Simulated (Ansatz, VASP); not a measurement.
**Two plane-wave programs on HPb4**

```
H Pb
1.0
    -3.15379    3.15379    3.15379
     3.15379   -3.15379    3.15379
     3.15379    3.15379   -3.15379
H Pb
1 4
Direct
  0.00000 0.00000 0.00000
  0.50000 0.50000 0.50000
  0.50000 0.00000 0.00000
  0.00000 0.00000 0.50000
  0.00000 0.50000 0.00000
```

Change from the starting cell: species swapped into the Hg4Pt type (Im-3m, No. 229).

Alike in both runs: task relaxation of cell and atoms; functional PBE; k mesh 4 × 4 × 4; occupations gaussian, width 0.1 eV; no spin polarisation.

```csv
,VASP,Ansatz
version,VASP 6.6.1,Ansatz 0.2.0
potentials or method,"VASP PAW PBE potentials, release 64 (H, Pb_d), cutoff 600 eV","scalar-relativistic, plane waves, PAW"
valence electrons in the cell,57,57
```

|  | VASP | Ansatz | Ansatz less VASP |
| --- | --- | --- | --- |
| gap on the k mesh at the Fermi level, each at its own relaxed structure (eV) | none | none | - |
| relaxed volume (Å³/atom) | 27.80 | 28.04 | +0.233 |
| relaxed cell length with the largest relative difference (Å) | 5.652 | 5.668 | +0.0158 |

A gap of «none» marks a metal or a gap that the smearing closes.

Neither program's run includes spin-orbit coupling.
